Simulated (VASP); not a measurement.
# InAs3 (I4/mmm) in VASP: single point with PBE

Aim: the single point of InAs3 with PBE.

All numbers are computed with VASP 6.6.1; they aren't measurements. Logs are shortened: lines on timing, memory, paths and dates and some standing lists are left out, and cuts for length are marked.

## 1. The cell of the first run

It takes space group I4/mmm (No. 139, tetragonal). Conventional cell: a = 3.976 Å, b = 3.976 Å, c = 11.036 Å, α = 90.00°, β = 90.00°, γ = 90.00°. Within 3.7 Å of In (site symmetry 4/mmm) lie 12 As at 2.81 to 3.40 Å. Within 3.7 Å of As (site symmetry 4/mmm) lie 4 In at 2.81 Å and 8 As at 3.40 Å. Within 3.7 Å of As (site symmetry -4m2) lie 8 As at 2.81 to 3.40 Å and 4 In at 3.40 Å.

## 2. Single point, PBE

INCAR reads:

```
SYSTEM = InAs3
PREC = Accurate
ENCUT = 520
EDIFF = 1E-6
ISMEAR = 0
SIGMA = 0.1
LREAL = .FALSE.
LASPH = .TRUE.
NELM = 100
ALGO = Normal
ISIF = 2
LWAVE = .FALSE.
LCHARG = .TRUE.
GGA = PE
LELF = .TRUE.
LVHAR = .TRUE.
NBANDS = 22
```

KPOINTS reads:

```
Automatic mesh
0
G
  16 16 16
  0 0 0
```

POSCAR reads:

```
InAs3
1.0
   -1.9879676619      1.9879676619      5.5181281104
    1.9879676619     -1.9879676619      5.5181281104
    1.9879676619      1.9879676619     -5.5181281104
In As
1 3
Direct
    0.0000000000      0.0000000000      0.0000000000
    0.5000000000      0.5000000000      0.0000000000
    0.2500000000      0.7500000000      0.5000000000
    0.7500000000      0.2500000000      0.5000000000
```

Potentials or basis: VASP PAW PBE potentials, release 64 (In_d, As).

Started as:

```sh
$ cat potpaw_PBE.64/In_d/POTCAR potpaw_PBE.64/As/POTCAR > POTCAR
$ mpirun -np 1 vasp_std > vasp.out
```

OUTCAR:

```text
SYSTEM = InAs3
   PREC = Accurate
   ENCUT = 520
   EDIFF = 1E-6
   ISMEAR = 0
   LREAL = .FALSE.
   LASPH = .TRUE.
   NELM = 100
   ISIF = 2
   GGA = PE

 ion  position               nearest neighbor table
   1  0.000  0.000  0.000-   2 2.81   2 2.81   2 2.81   2 2.81   4 3.40   3 3.40   4 3.40   3 3.40
                             4 3.40   4 3.40   3 3.40   3 3.40
   2  0.500  0.500  0.000-   1 2.81   1 2.81   1 2.81   1 2.81
   3  0.250  0.750  0.500-   4 2.81   4 2.81   4 2.81   4 2.81   1 3.40   1 3.40   1 3.40   1 3.40

   4  0.750  0.250  0.500-   3 2.81   3 2.81   3 2.81   3 2.81   1 3.40   1 3.40   1 3.40   1 3.40

  LATTYP: Found a body centered tetragonal cell.
 ALAT       =     3.9759353238
 C/A-ratio  =     2.7757635178

  Lattice vectors:

 A1 = (  -1.9879676619,   1.9879676619,   5.5181281104)
 A2 = (   1.9879676619,  -1.9879676619,   5.5181281104)
 A3 = (   1.9879676619,   1.9879676619,  -5.5181281104)

Analysis of symmetry for initial positions (statically):
=====================================================================
 Subroutine PRICEL returns:
 Original cell was already a primitive cell.

 Routine SETGRP: Setting up the symmetry group for a
 body centered tetragonal supercell.

 Subroutine GETGRP returns: Found 16 space group operations
 (whereof 16 operations were pure point group operations)
 out of a pool of 16 trial point group operations.

The static configuration has the point symmetry D_4h.

Analysis of symmetry for dynamics (positions and initial velocities):
=====================================================================
 Subroutine PRICEL returns:
 Original cell was already a primitive cell.

 Routine SETGRP: Setting up the symmetry group for a
 body centered tetragonal supercell.

 Subroutine GETGRP returns: Found 16 space group operations
 (whereof 16 operations were pure point group operations)
 out of a pool of 16 trial point group operations.

The dynamic configuration has the point symmetry D_4h.

 Subroutine INISYM returns: Found 16 space group operations
 (whereof 16 operations are pure point group operations),
 and found     1 'primitive' translations

----------------------------------------------------------------------------------------

                                     Primitive cell

  volume of cell :      87.2309

[... 90 lines left out ...]
   ENCUT  =  520.0 eV  38.22 Ry    6.18 a.u.  11.51 11.51 11.51*2*pi/ulx,y,z
   NELM   =    100;   NELMIN=  2; NELMDL= -5     # of ELM steps
   EDIFF  = 0.1E-05   stopping-criterion for ELM
   LREAL  =      F    real-space projection
   EDIFFG = 0.1E-04   stopping-criterion for IOM
   NSW    =      0    number of steps for IOM
   IBRION =     -1    ionic relax: 0-MD 1-quasi-New 2-CG
   NFREE  =      0    steps in history (QN), initial steepest desc. (CG)
   ISIF   =      2    stress and relaxation
   ISYM   =      2    0-nonsym 1-usesym 2-fastsym
   POTIM  = 0.5000    time-step for ionic-motion
   TEBEG  =    0.0;   TEEND  =   0.0 temperature during run
   PSTRESS=    0.0 pullay stress
   NELECT =      28.0000    total number of electrons
   NUPDOWN=      -1.0000    fix difference up-down
   EMIN   =  10.00;   EMAX   =-10.00  energy-range for DOS
   EFERMI =   0.00;   METHOD = LEGACY
   ISMEAR =     0;   SIGMA  =   0.10  broadening in eV -4-tet -1-fermi 0-gaus
   EFERMI_NEDOS =   21; number of points for ismear=-14 and -15
   IALGO  =     38    algorithm
   IMIX   =      4    mixing-type and parameters
     AMIX     =   0.40;   BMIX     =  1.00
     AMIX_MAG =   1.60;   BMIX_MAG =  1.00
  volume/ion in A,a.u.               =      21.81       147.17
  Fermi-wavevector in a.u.,A,eV,Ry     =   1.120910  2.118213 17.094891  1.256439
  Thomas-Fermi vector in A             =   2.257560
   LORBIT       =      0    0 simple, 1 ext, 2 COOP (PROOUT), +10 PAW based schemes
   GGA     = PE    functional components
   LHFCALC =     F    Hartree Fock is set to
   AEXX    =    0.0000 exact exchange contribution
   IVDW    =     0    specifies the selected vdW correction
   LEPSILON=     F    determine dielectric tensor
   LRPA    =     F    only Hartree local field effects (RPA)
 non-spin polarized calculation
 Gauss-broadening in eV      SIGMA  =   0.10
  energy-cutoff  :      520.00
  volume of cell :       87.23
 maximum number of plane-waves:      2393
 NGX is ok and might be reduce to    48
   NGX = 23   NGY = 23   NGZ = 23

 number of electron      27.9999996 magnetization

 Free energy of the ion-electron system (eV)
  ---------------------------------------------------
  ext. energy  EPLUGINS =         0.00000000
  ---------------------------------------------------
  free energy    TOTEN  =       -15.23398744 eV

  energy without entropy =      -15.22403726  energy(sigma->0) =      -15.22901235

 E-fermi :   6.1121     XC(G=0): -10.3686

 val. band max:        6.1119613876   @ k =  -0.2500  -0.2500   0.0625
 cond. band min:       6.1206325963   @ k =   0.4375   0.1875   0.1250
 fundamental gap:      0.0086712087
 Fermi energy:         6.1121400777

 k-point     1 :       0.0000    0.0000    0.0000
  band No.  band energies     occupation
      1      -8.5241      2.00000
      2      -8.3902      2.00000
      3      -8.3650      2.00000
      4      -8.3440      2.00000
      5      -8.3440      2.00000
      6      -7.5322      2.00000
[... 589 lines left out ...]
     21      13.3831      0.00000
     22      14.2447      0.00000

 [... further k-points ...]

------------------------ aborting loop because EDIFF is reached ----------------------------------------

  FORCE on cell =-STRESS in cart. coord.  units (eV):
  Direction    XX          YY          ZZ          XY          YZ          ZX
  --------------------------------------------------------------------------------------
  -------------------------------------------------------------------------------------
  Total        0.0158247      0.0158247     -0.0037730      0.0000000      0.0000000      0.0000000
  in kB        0.2906539      0.2906539     -0.0692996      0.0000000      0.0000000      0.0000000
  external PRESSURE =       0.1706694 kB  Pullay stress =       0.0000000 kB

 VOLUME and BASIS-vectors are now :
 -----------------------------------------------------------------------------
  energy-cutoff  :      520.00
  volume of cell :       87.23
      direct lattice vectors                 reciprocal lattice vectors
    -1.987967662  1.987967662  5.518128110     0.000000000  0.251513146  0.090610437
     1.987967662 -1.987967662  5.518128110     0.251513146  0.000000000  0.090610437
     1.987967662  1.987967662 -5.518128110     0.251513146  0.251513146  0.000000000

 POSITION                                       TOTAL-FORCE (eV/Angst)
 -----------------------------------------------------------------------------------
      0.00000      0.00000      0.00000         0.000000      0.000000     -0.000000
      0.00000      0.00000      5.51813         0.000000      0.000000     -0.000000
      1.98797      0.00000      2.75906        -0.000000      0.000000      0.000000
      0.00000      1.98797      2.75906         0.000000     -0.000000      0.000000
 -----------------------------------------------------------------------------------
    total drift:                                0.000000     -0.000000      0.000000

  FREE ENERGIE OF THE ION-ELECTRON SYSTEM (eV)
  ---------------------------------------------------
  free  energy   TOTEN  =       -15.2339874405 eV

  energy  without entropy=      -15.2240372586  energy(sigma->0) =      -15.22901235
```

stdout:

```text
POSCAR found type information on POSCAR InAs
 POSCAR found :  2 types and       4 ions
 scaLAPACK will be used
 LDA part: xc-table for (Slater+PW92), standard interpolation
 POSCAR, INCAR and KPOINTS ok, starting setup
 FFT: planning ... GRIDC
 FFT: planning ... GRID_SOFT
 FFT: planning ... GRID
 WAVECAR not read
 entering main loop
```

Run time: 21 min. Hardware: 1 thread of Intel Xeon 8259CL, shared host; peak memory 0.8 GiB.

What came out:

| Property | Result |
| --- | --- |
| Free energy | -15.2340 eV |
| Pressure | 0.0 GPa |
| Band gap on the k mesh | zero (bands 14 and 15 overlap by 2.04 eV) |

Levels at points of the mesh, in eV from the Fermi level:
```csv
k point,band 11,band 12,band 13,band 14,band 15,band 16,band 17,band 18
"(0.00, 0.00, 0.00)",-3.05,-2.01,-1.86,-1.86,0.57,1.16,4.17,4.17
"(0.50, 0.00, 0.00)",-2.21,-1.15,-0.85,-0.20,-0.19,0.47,1.91,2.50
"(0.50, 0.50, 0.00)",-5.05,-3.82,-2.98,-1.39,-0.85,0.99,3.27,6.26
"(0.50, 0.50, 0.50)",-3.50,-1.42,-0.89,-0.89,-0.44,1.10,4.03,4.34
```

Caveat: spin-orbit coupling is left out, which moves the levels of the heavy elements.
